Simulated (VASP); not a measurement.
# Ru (a cell with a defect) in VASP: single point with PBE

Aim: the single point of Ru (a cell with a defect) with PBE.

All numbers are computed with VASP 6.6.1; they aren't measurements. Logs are shortened: lines on timing, memory, paths and dates and some standing lists are left out, and cuts for length are marked.

### Step 1. The cell of the first run

The cell holds a defect, 15 atoms: a = 5.483 Å, b = 5.483 Å, c = 8.709 Å, α = 90.00°, β = 90.00°, γ = 120.00°.

### Step 2. Single point, PBE

INCAR reads:

```
SYSTEM = Ru
  PREC = Accurate
  ENCUT = 400
  EDIFF = 1E-6
  ISMEAR = -1
  SIGMA = 0.5
  LREAL = .False.
  LASPH = .True.
  NELM = 120
  ALGO = Normal
  ISIF = 2
  LWAVE = .False.
  LCHARG = .False.
  GGA = PE
  NBANDS = 118
  GGA_COMPAT = .False.
```

KPOINTS reads:

```
Automatic mesh
0
Gamma
  4 4 2
  0 0 0
```

POSCAR reads:

```
Ru
1.0
    5.4830553700      0.0000000600      0.0000000000
   -2.7415277300      4.7484652100      0.0000000000
    0.0000000000      0.0000000000      8.7086425000
Ru
15
Direct
    0.1689591022      0.3323311681      0.1256152150
    0.3300072187      0.1577174828      0.3782684844
    0.3300210535      0.1577987722      0.8729809497
    0.1667203132      0.8312517446      0.1255609011
    0.3299403153      0.6679724585      0.3782482746
    0.1698340025      1.3327000852      0.6255957803
    0.3299755379      0.6679973086      0.8729443194
    0.6656575912      0.3323633827      0.1256229085
    0.8334136394      0.1645561072      0.3769223504
    0.6653183312      0.3329564165      0.6255996845
    0.8334172357      0.1646070710      0.8742650763
    0.6655408789      0.8289533114      0.1255989094
    0.8402086721      0.6679810864      0.3782574609
    0.6650271127      0.8281147247      0.6255876275
    0.8401778434      0.6680204675      0.8729471901
```

Potentials or basis: VASP PAW PBE potentials, release 64 (Ru_pv).

The run is started by

```bash
> cat potpaw_PBE.64/Ru_pv/POTCAR > POTCAR
> mpirun -np 1 vasp_std > vasp.out
```

OUTCAR:

```text
SYSTEM = Ru
   PREC = Accurate
   ENCUT = 400
   EDIFF = 1E-6
   ISMEAR = -1
   LREAL = .False.
   LASPH = .True.
   NELM = 120
   ISIF = 2
   GGA = PE

 ion  position               nearest neighbor table
   1  0.169  0.332  0.126-   9 2.71  11 2.71   3 2.72   5 2.72   2 2.72   7 2.72  12 2.72   8 2.72
                             4 2.74   4 2.74   8 2.76  12 2.76
   2  0.330  0.158  0.378-   6 2.68  10 2.68   5 2.69  13 2.69   4 2.69   8 2.72   1 2.72   9 2.74
                             9 2.74  13 2.80   5 2.80
   3  0.330  0.158  0.873-   6 2.68  10 2.68   7 2.69  15 2.69   4 2.69   1 2.72   8 2.72  11 2.74
                            11 2.74  15 2.80   7 2.80
   4  0.167  0.831  0.126-   3 2.69   7 2.69  15 2.69   5 2.69   2 2.69  13 2.69   1 2.74  12 2.74
                             8 2.74   8 2.74  12 2.74   1 2.74
   5  0.330  0.668  0.378-  14 2.68   6 2.68   2 2.69  13 2.69   4 2.69   1 2.72  12 2.72   9 2.74
                             9 2.74  13 2.80   2 2.80
   6  0.170  0.333  0.626-   2 2.68   3 2.68   5 2.68   7 2.68  11 2.69   9 2.69  14 2.72  10 2.72
                            10 2.77  14 2.77
   7  0.330  0.668  0.873-  14 2.68   6 2.68   3 2.69  15 2.69   4 2.69  12 2.72   1 2.72  11 2.74
                            11 2.74  15 2.80   3 2.80
   8  0.666  0.332  0.126-   9 2.71  11 2.71  13 2.72   3 2.72   2 2.72  15 2.72  12 2.72   1 2.72
                             4 2.74   4 2.74   1 2.76  12 2.76
   9  0.833  0.165  0.377-   6 2.69  14 2.69  10 2.69   8 2.71   1 2.71  12 2.71   5 2.74  13 2.74
                             2 2.74   2 2.74  13 2.74   5 2.74
  10  0.665  0.333  0.626-  13 2.68  15 2.68   2 2.68   3 2.68  11 2.69   9 2.69  14 2.72   6 2.72
                             6 2.77  14 2.77
  11  0.833  0.165  0.874-   6 2.69  10 2.69  14 2.69   8 2.71   1 2.71  12 2.71  15 2.74   7 2.74
                             3 2.74   3 2.74   7 2.74  15 2.74
  12  0.666  0.829  0.126-   9 2.71  11 2.71  15 2.72   7 2.72   5 2.72  13 2.72   1 2.72   8 2.72
                             4 2.74   4 2.74   8 2.76   1 2.76
  13  0.840  0.668  0.378-  10 2.68  14 2.68   5 2.69   2 2.69   4 2.69   8 2.72  12 2.72   9 2.74
                             9 2.74   2 2.80   5 2.80
  14  0.665  0.828  0.626-   5 2.68   7 2.68  13 2.68  15 2.68   9 2.69  11 2.69   6 2.72  10 2.72
                            10 2.77   6 2.77
  15  0.840  0.668  0.873-  10 2.68  14 2.68   7 2.69   3 2.69   4 2.69  12 2.72   8 2.72  11 2.74
                            11 2.74   3 2.80   7 2.80

  LATTYP: Found a hexagonal cell.
 ALAT       =     5.4830553700
 C/A-ratio  =     1.5882827935

  Lattice vectors:

 A1 = (   5.4830553700,   0.0000000600,   0.0000000000)
 A2 = (  -2.7415277300,   4.7484652100,   0.0000000000)
 A3 = (   0.0000000000,   0.0000000000,   8.7086425000)

Analysis of symmetry for initial positions (statically):
[... 167 lines left out ...]
  volume/ion in A,a.u.               =      15.12       102.01
  Fermi-wavevector in a.u.,A,eV,Ry     =   1.595778  3.015583 34.647337  2.546507
  Thomas-Fermi vector in A             =   2.693644
   LORBIT       =      0    0 simple, 1 ext, 2 COOP (PROOUT), +10 PAW based schemes
   GGA     = PE    functional components
   LHFCALC =     F    Hartree Fock is set to
   AEXX    =    0.0000 exact exchange contribution
   IVDW    =     0    specifies the selected vdW correction
   LEPSILON=     F    determine dielectric tensor
   LRPA    =     F    only Hartree local field effects (RPA)
 non-spin polarized calculation
  energy-cutoff  :      400.00
  volume of cell :      226.74
 maximum number of plane-waves:      4145
   NGX = 17   NGY = 17   NGZ = 29

 number of electron     209.9999986 magnetization

 Free energy of the ion-electron system (eV)
  ---------------------------------------------------
  ext. energy  EPLUGINS =         0.00000000
  ---------------------------------------------------
  free energy    TOTEN  =      -142.09777988 eV

  energy without entropy =     -128.40426274  energy(sigma->0) =     -135.25102131

 E-fermi :  11.0686     XC(G=0): -13.3714

 val. band max:       11.0535649346   @ k =   0.0000   0.2500   0.5000
 cond. band min:      11.0703070111   @ k =  -0.2500   0.5000   0.0000
 fundamental gap:      0.0167420766
 Fermi energy:        11.0686298690

 k-point     1 :       0.0000    0.0000    0.0000
  band No.  band energies     occupation
      1     -32.3401      2.00000
      2     -32.2895      2.00000
      3     -32.2750      2.00000
      4     -32.2747      2.00000
      5     -32.2593      2.00000
      6     -32.2589      2.00000
[... 2389 lines left out ...]
    116      11.8758      0.33199
    117      11.9803      0.27809
 [bands above 117 left out]

------------------------ aborting loop because EDIFF is reached ----------------------------------------

  FORCE on cell =-STRESS in cart. coord.  units (eV):
  Direction    XX          YY          ZZ          XY          YZ          ZX
  --------------------------------------------------------------------------------------
  -------------------------------------------------------------------------------------
  Total       -8.0092211     -8.0254968    -11.3780795      0.0202080      0.0036344     -0.0067010
  in kB      -56.5945368    -56.7095432    -80.3994705      0.1427933      0.0256814     -0.0473503
  external PRESSURE =     -64.5678502 kB  Pullay stress =       0.0000000 kB

 VOLUME and BASIS-vectors are now :
 -----------------------------------------------------------------------------
  energy-cutoff  :      400.00
  volume of cell :      226.74
      direct lattice vectors                 reciprocal lattice vectors
     5.483055370  0.000000060  0.000000000     0.182380065  0.105297182  0.000000000
    -2.741527730  4.748465210  0.000000000    -0.000000002  0.210594360  0.000000000
     0.000000000  0.000000000  8.708642500     0.000000000  0.000000000  0.114828459

 POSITION                                       TOTAL-FORCE (eV/Angst)
 -----------------------------------------------------------------------------------
      0.01532      1.57806      1.09394        -0.016687     -0.010183     -0.000215
      1.37706      0.74892      3.29420        -0.001784      0.005139     -0.003823
      1.37691      0.74930      7.60248        -0.001106      0.003666      0.001185
     -1.36476      3.94717      1.09346         0.002473      0.000173      0.003341
     -0.02218      3.17184      3.29403         0.003180     -0.002389     -0.003400
      0.01910      1.57981      5.44809        -0.013498     -0.010558      0.000106
     -0.02206      3.17196      7.60216         0.002305     -0.003193      0.003421
      2.73865      1.57822      1.09400         0.018319     -0.008598     -0.000755
      4.11852      0.78139      3.28248        -0.001837     -0.001838      0.012456
      2.73517      1.58103      5.44812         0.012453     -0.009587     -0.000328
      4.11840      0.78163      7.61366        -0.001191     -0.002143     -0.012050
      1.37660      3.93626      1.09380         0.002868      0.021768      0.000049
      2.77562      3.17189      3.29411        -0.005006     -0.000890     -0.002714
      1.37608      3.93227      5.44802         0.003340      0.020025      0.000415
      2.77535      3.17207      7.60218        -0.003830     -0.001393      0.002312
 -----------------------------------------------------------------------------------
    total drift:                                0.000585     -0.000965      0.000151

  FREE ENERGIE OF THE ION-ELECTRON SYSTEM (eV)
  ---------------------------------------------------
  free  energy   TOTEN  =      -142.0977798764 eV

  energy  without entropy=     -128.4042627449  energy(sigma->0) =     -135.25102131
```

It took 31 min on 1 thread of Intel Xeon Platinum 8259CL at 2.50GHz (Skylake/Cascade Lake), shared host; peak memory 0.42 GiB.

Results:

```yaml
Free_energy: -142.0978 eV
Pressure: -6.5 GPa
Largest_force: 0.022 eV/Å
Band_gap_on_the_k_mesh: zero (band 105 reaches 11.90 eV, above the bottom of band 106 at 10.81 eV)
```

Forces in eV/Å, atoms in the order of the input:
```
Ru  -0.017 -0.010  0.000
Ru  -0.002  0.005 -0.004
Ru  -0.001  0.004  0.001
Ru   0.002  0.000  0.003
Ru   0.003 -0.002 -0.003
Ru  -0.013 -0.011  0.000
Ru   0.002 -0.003  0.003
Ru   0.018 -0.009 -0.001
Ru  -0.002 -0.002  0.012
Ru   0.012 -0.010  0.000
Ru  -0.001 -0.002 -0.012
Ru   0.003  0.022  0.000
Ru  -0.005 -0.001 -0.003
Ru   0.003  0.020  0.000
Ru  -0.004 -0.001  0.002
```

Caveat: the k points lie up to 0.36 Å⁻¹ apart.
